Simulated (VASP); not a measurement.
# Rh (Fm-3m) in VASP: further runs

Runs on Rh. Level: r2SCAN. Tasks: single point.

Program: VASP 6.6.1. These are calculated values, not measurements. Logs are shortened: lines on timing, memory, paths and dates and some standing lists are left out, and cuts for length are marked.

**1. The cell of the first run**

The structure is cubic, space group Fm-3m (No. 225). The conventional cell has a = 3.802 Å, b = 3.802 Å, c = 3.802 Å, α = 90.00°, β = 90.00°, γ = 90.00°. Rh (site symmetry m-3m) has 12 Rh at 2.69 Å within 3.5 Å.

**2. Single point, r2SCAN**

POSCAR reads:

```
Rh
1.0
    0.0000000000      1.9008071574      1.9008071574
    1.9008071574      0.0000000000      1.9008071574
    1.9008071574      1.9008071574      0.0000000000
Rh
1
Direct
    0.0000000000      0.0000000000      0.0000000000
```

INCAR.step1 reads:

```
SYSTEM = Rh
PREC = Accurate ; ENCUT = 580
ISMEAR = 1 ; SIGMA = 0.1
LREAL = .FALSE. ; LASPH = .TRUE.
NELM = 120 ; NBANDS = 14
GGA = PE ; ALGO = Normal
EDIFF = 1E-5 ; LWAVE = .TRUE.
LCHARG = .FALSE. ; GGA_COMPAT = .FALSE.
```

INCAR.step2 reads:

```
SYSTEM = Rh
PREC = Accurate ; ENCUT = 580
EDIFF = 1E-6 ; ISMEAR = 1
SIGMA = 0.1 ; LREAL = .FALSE.
LASPH = .TRUE. ; NELM = 120
ALGO = Normal ; ISIF = 2
LWAVE = .FALSE. ; LCHARG = .FALSE.
METAGGA = R2SCAN ; LMIXTAU = .TRUE.
NBANDS = 14 ; ISTART = 1
GGA_COMPAT = .FALSE.
```

KPOINTS reads:

```
regular mesh
0
G
  14 14 14
  0 0 0
```

Potentials or basis: VASP PAW PBE potentials, release 64 (Rh_sv_GW).

Run with:

```bash
> cat potpaw_PBE.64/Rh_sv_GW/POTCAR > POTCAR
> cp INCAR.step1 INCAR
> mpirun -np 1 vasp_std > vasp.out
> cp INCAR.step2 INCAR
> mpirun -np 1 vasp_std > vasp.out
```

OUTCAR:

```text
SYSTEM = Rh
   PREC = Accurate
   ENCUT = 580
   EDIFF = 1E-6
   ISMEAR = 1
   LREAL = .FALSE.
   LASPH = .TRUE.
   NELM = 120
   ISIF = 2
   METAGGA = R2SCAN
   ISTART = 1

 ion  position               nearest neighbor table
   1  0.000  0.000  0.000-

  LATTYP: Found a face centered cubic cell.
 ALAT       =     3.8016143148

  Lattice vectors:

 A1 = (   0.0000000000,   1.9008071574,   1.9008071574)
 A2 = (   1.9008071574,   0.0000000000,   1.9008071574)
 A3 = (   1.9008071574,   1.9008071574,   0.0000000000)

Analysis of symmetry for initial positions (statically):
=====================================================================
 Subroutine PRICEL returns:
 Original cell was already a primitive cell.

 Routine SETGRP: Setting up the symmetry group for a
 face centered cubic supercell.

 Subroutine GETGRP returns: Found 48 space group operations
 (whereof 48 operations were pure point group operations)
 out of a pool of 48 trial point group operations.

The static configuration has the point symmetry O_h .

Analysis of symmetry for dynamics (positions and initial velocities):
=====================================================================
 Subroutine PRICEL returns:
 Original cell was already a primitive cell.

 Routine SETGRP: Setting up the symmetry group for a
 face centered cubic supercell.

 Subroutine GETGRP returns: Found 48 space group operations
 (whereof 48 operations were pure point group operations)
 out of a pool of 48 trial point group operations.

The dynamic configuration has the point symmetry O_h .

 Subroutine INISYM returns: Found 48 space group operations
 (whereof 48 operations are pure point group operations),
 and found     1 'primitive' translations

----------------------------------------------------------------------------------------

                                     Primitive cell

  volume of cell :      13.7355

  direct lattice vectors                    reciprocal lattice vectors
     0.000000000  1.900807157  1.900807157    -0.263046148  0.263046148  0.263046148
     1.900807157  0.000000000  1.900807157     0.263046148 -0.263046148  0.263046148
     1.900807157  1.900807157  0.000000000     0.263046148  0.263046148 -0.263046148

  length of vectors
     2.688147261  2.688147261  2.688147261     0.455609292  0.455609292  0.455609292

  position of ions in fractional coordinates (direct lattice)
     0.000000000  0.000000000  0.000000000

  ion indices of the primitive-cell ions
   primitive index   ion index
                 1           1

----------------------------------------------------------------------------------------

 KPOINTS: regular mesh

Automatic generation of k-mesh.
 Grid dimensions read from file:
 generate k-points for:   14   14   14

 Generating k-lattice:

  Cartesian coordinates                     Fractional coordinates (reciprocal lattice)
    -0.018789011  0.018789011  0.018789011     0.071428571  0.000000000  0.000000000
     0.018789011 -0.018789011  0.018789011     0.000000000  0.071428571  0.000000000
     0.018789011  0.018789011 -0.018789011     0.000000000  0.000000000  0.071428571

  Length of vectors
     0.032543521  0.032543521  0.032543521

  Shift w.r.t. Gamma in fractional coordinates (k-lattice)
     0.000000000  0.000000000  0.000000000

 Subroutine IBZKPT returns following result:
 ===========================================

 Found    104 irreducible k-points:

 Following reciprocal coordinates:
            Coordinates               Weight
  0.000000  0.000000  0.000000      1.000000
  0.071429  0.000000  0.000000      8.000000
  0.142857  0.000000  0.000000      8.000000
  0.214286  0.000000  0.000000      8.000000
  0.285714  0.000000  0.000000      8.000000
  0.357143  0.000000  0.000000      8.000000
[... 16 lines left out ...]
  0.214286  0.142857  0.000000     24.000000
  0.285714  0.142857  0.000000     24.000000
 [... further k-points ...]
   k-points           NKPTS =    104   k-points in BZ     NKDIM =    104   number of bands    NBANDS=     14
   number of dos      NEDOS =    301   number of ions     NIONS =      1
   total plane-waves  NPLWV =  13824
   dimension x,y,z NGX =    24 NGY =   24 NGZ =   24
   dimension x,y,z NGXF=    48 NGYF=   48 NGZF=   48
   ions per type =               1
   NGX,Y,Z   is equivalent  to a cutoff of  14.84, 14.84, 14.84 a.u.
   NGXF,Y,Z  is equivalent  to a cutoff of  29.69, 29.69, 29.69 a.u.
 SYSTEM =  Rh
   PREC   = accura    normal or accurate (medium, high low for compatibility)
   ISTART =      1    job   : 0-new  1-cont  2-samecut
   ICHARG =      0    charge: 1-file 2-atom 10-const
   ISPIN  =      1    spin polarized calculation?
   LNONCOLLINEAR =      F non collinear calculations
   LSORBIT =      F    spin-orbit coupling
   LASPH  =      T    aspherical Exc in radial PAW
   ENCUT  =  580.0 eV  42.63 Ry    6.53 a.u.   5.28  5.28  5.28*2*pi/ulx,y,z
   NELM   =    120;   NELMIN=  2; NELMDL=  0     # of ELM steps
   EDIFF  = 0.1E-05   stopping-criterion for ELM
   LREAL  =      F    real-space projection
   EDIFFG = 0.1E-04   stopping-criterion for IOM
   NSW    =      0    number of steps for IOM
   IBRION =     -1    ionic relax: 0-MD 1-quasi-New 2-CG
   NFREE  =      0    steps in history (QN), initial steepest desc. (CG)
   ISIF   =      2    stress and relaxation
   ISYM   =      2    0-nonsym 1-usesym 2-fastsym
   POTIM  = 0.5000    time-step for ionic-motion
   TEBEG  =    0.0;   TEEND  =   0.0 temperature during run
   PSTRESS=    0.0 pullay stress
   NELECT =      17.0000    total number of electrons
   NUPDOWN=      -1.0000    fix difference up-down
   EMIN   =  10.00;   EMAX   =-10.00  energy-range for DOS
   EFERMI =   0.00;   METHOD = LEGACY
   ISMEAR =     1;   SIGMA  =   0.10  broadening in eV -4-tet -1-fermi 0-gaus
   EFERMI_NEDOS =   21; number of points for ismear=-14 and -15
   IALGO  =     38    algorithm
   IMIX   =      4    mixing-type and parameters
     AMIX     =   0.40;   BMIX     =  1.00
     AMIX_MAG =   1.60;   BMIX_MAG =  1.00
  volume/ion in A,a.u.               =      13.74        92.69
  Fermi-wavevector in a.u.,A,eV,Ry     =   1.757693  3.321559 42.035002  3.089486
  Thomas-Fermi vector in A             =   2.826998
   LORBIT       =      0    0 simple, 1 ext, 2 COOP (PROOUT), +10 PAW based schemes
   METAGGA = R2SCAN    functional components
   LHFCALC =     F    Hartree Fock is set to
   AEXX    =    0.0000 exact exchange contribution
   IVDW    =     0    specifies the selected vdW correction
   LEPSILON=     F    determine dielectric tensor
   LRPA    =     F    only Hartree local field effects (RPA)
 non-spin polarized calculation
 Methfessel and Paxton  Order N= 1 SIGMA  =   0.10
  energy-cutoff  :      580.00
  volume of cell :       13.74
 maximum number of plane-waves:       448
 NGX is ok and might be reduce to    24
   NGX = 11   NGY = 11   NGZ = 11

 number of electron      17.0000001 magnetization

 Free energy of the ion-electron system (eV)
  ---------------------------------------------------
  ext. energy  EPLUGINS =         0.00000000
  ---------------------------------------------------
  free energy    TOTEN  =       -23.28209442 eV

  energy without entropy =      -23.28087911  energy(sigma->0) =      -23.28168932

 E-fermi :  10.6790     XC(G=0): -15.2738

 val. band max:       10.6522827078   @ k =   0.3571   0.0000   0.0000
 cond. band min:      10.6990861990   @ k =  -0.2857   0.3571   0.0714
 fundamental gap:      0.0468034911
 Fermi energy:        10.6789961128

 k-point     1 :       0.0000    0.0000    0.0000
  band No.  band energies     occupation
      1     -70.4495      2.00000
      2     -37.0782      2.00000
      3     -37.0782      2.00000
      4     -37.0782      2.00000
      5       2.5509      2.00000
      6       7.5449      2.00000
      7       7.5449      2.00000
      8       7.5449      2.00000
      9       9.6434      2.00000
     10       9.6434      2.00000
     11      27.1718      0.00000
     12      32.8224      0.00000
     13      32.8224      0.00000
     14      32.8224      0.00000

 k-point     2 :       0.0714    0.0000    0.0000
  band No.  band energies     occupation
      1     -70.4434      2.00000
      2     -37.1190      2.00000
      3     -37.0840      2.00000
      4     -37.0840      2.00000
      5       2.7640      2.00000
      6       7.4507      2.00000
      7       7.6267      2.00000
      8       7.6267      2.00000
      9       9.5984      2.00000
     10       9.5984      2.00000
     11      27.4755      0.00000
     12      31.7971      0.00000
     13      33.1318      0.00000
     14      33.1318      0.00000

 k-point     3 :       0.1429    0.0000    0.0000
  band No.  band energies     occupation
      1     -70.4264      2.00000
      2     -37.2307      2.00000
      3     -37.0991      2.00000
      4     -37.0991      2.00000
      5       3.3518      2.00000
      6       7.2518      2.00000
      7       7.8155      2.00000
      8       7.8155      2.00000
      9       9.5339      2.00000
     10       9.5339      2.00000
     11      28.2113      0.00000
     12      29.8213      0.00000
     13      34.0132      0.00000
     14      34.0132      0.00000
[... 324 lines left out ...]
 k-point    23 :       0.2143    0.1429    0.0000
  band No.  band energies     occupation
      1     -70.4003      2.00000
      2     -37.3292      2.00000
      3     -37.1608      2.00000
      4     -37.1542      2.00000
      5       4.2310      2.00000
      6       6.5699      2.00000
      7       8.2173      2.00000
      8       8.3829      2.00000
      9       8.9919      2.00000
     10      10.0778      2.00000
     11      29.3318      0.00000
     12      29.7111      0.00000
     13      32.4798      0.00000
     14      33.0319      0.00000

 k-point    24 :       0.2857    0.1429    0.0000
  band No.  band energies     occupation
      1     -70.3763      2.00000
      2     -37.4718      2.00000
      3     -37.1881      2.00000
      4     -37.1796      2.00000
      5       4.8722      2.00000
      6       6.4959      2.00000
      7       7.8747      2.00000
      8       8.4736      2.00000
      9       9.7850      2.00000
     10      10.4104      2.00097
     11      27.3942      0.00000
     12      29.7238      0.00000
     13      32.2052      0.00000
     14      33.4034      0.00000

 [... further k-points ...]
[... 5 lines left out ...]
  --------------------------------------------------------------------------------------
  -------------------------------------------------------------------------------------
  Total       -0.1679988     -0.1679988     -0.1679988      0.0000000     -0.0000000      0.0000000
  in kB      -19.5962339    -19.5962339    -19.5962339      0.0000000     -0.0000000      0.0000000
  external PRESSURE =     -19.5962339 kB  Pullay stress =       0.0000000 kB

 VOLUME and BASIS-vectors are now :
 -----------------------------------------------------------------------------
  energy-cutoff  :      580.00
  volume of cell :       13.74
      direct lattice vectors                 reciprocal lattice vectors
     0.000000000  1.900807157  1.900807157    -0.263046148  0.263046148  0.263046148
     1.900807157  0.000000000  1.900807157     0.263046148 -0.263046148  0.263046148
     1.900807157  1.900807157  0.000000000     0.263046148  0.263046148 -0.263046148

 POSITION                                       TOTAL-FORCE (eV/Angst)
 -----------------------------------------------------------------------------------
      0.00000      0.00000      0.00000         0.000000      0.000000      0.000000
 -----------------------------------------------------------------------------------
    total drift:                               -0.000000      0.000000      0.000000

  FREE ENERGIE OF THE ION-ELECTRON SYSTEM (eV)
  ---------------------------------------------------
  free  energy   TOTEN  =       -23.2820944233 eV

  energy  without entropy=      -23.2808791064  energy(sigma->0) =      -23.28168932
```

It used 160 s of CPU time on 1 thread of AMD EPYC 7R13 Processor (Zen 3), on a shared host.

What came out:

- Free energy: -23.2821 eV
- Pressure: -2.0 GPa

Caveat: the PAW data sets were made with another functional, which shifts forces and pressure a little.

(Part 1 of 2 ends here.)
